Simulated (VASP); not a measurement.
Runs of VASP 6.6.1 on Al2O3. The structure is orthorhombic, space group Immm (No. 71). Conventional cell: a = 2.799 Å, b = 3.737 Å, c = 8.804 Å, α = 90.00°, β = 90.00°, γ = 90.00°. Within 2.5 Å of Al (site symmetry mm2) lie 6 O at 1.90 to 1.96 Å. Within 3.0 Å of O (site symmetry mmm) lie 4 Al at 1.96 Å and 12 O at 2.67 to 2.90 Å. Within 3.0 Å of O (site symmetry mm2) lie 4 Al at 1.90 to 1.91 Å and 11 O at 2.52 to 2.90 Å. The cell was generated, and may not be a known phase.

| level | potentials or basis | k mesh | smearing | gap on the mesh (eV) | pressure (GPa) | largest force (eV/Å) |
| --- | --- | --- | --- | --- | --- | --- |
| PBE | VASP PAW PBE potentials, release 64 (Al, O) | 10 × 10 × 10 | gaussian 0.02 eV | 5.19 | -0.1 | 0.02 |
| r2SCAN | VASP PAW PBE potentials, release 64 (Al, O) | 10 × 10 × 10 | gaussian 0.02 eV | 6.08 | -7.6 | 0.20 |
| LDA | VASP PAW LDA potentials, release 64 (Al, O) | 10 × 10 × 10 | gaussian 0.02 eV | 5.13 | (a) | 0.26 |
| PBE | VASP PAW PBE potentials, release 64 (Al, O) | 8 × 8 × 8 | gaussian 0.1 eV | 5.19 | -0.1 | 0.02 |

Alike in all rows: task single point; no spin polarisation; cell as given; cutoff (eV) 520.

Q: Fill in the values left out.

A: (a) -10.6.

Caveats: the cell stands under tension (at least some runs); the PAW data sets were made with another functional, which shifts forces and pressure a little (at least some runs).

A k mesh can miss the band edges.
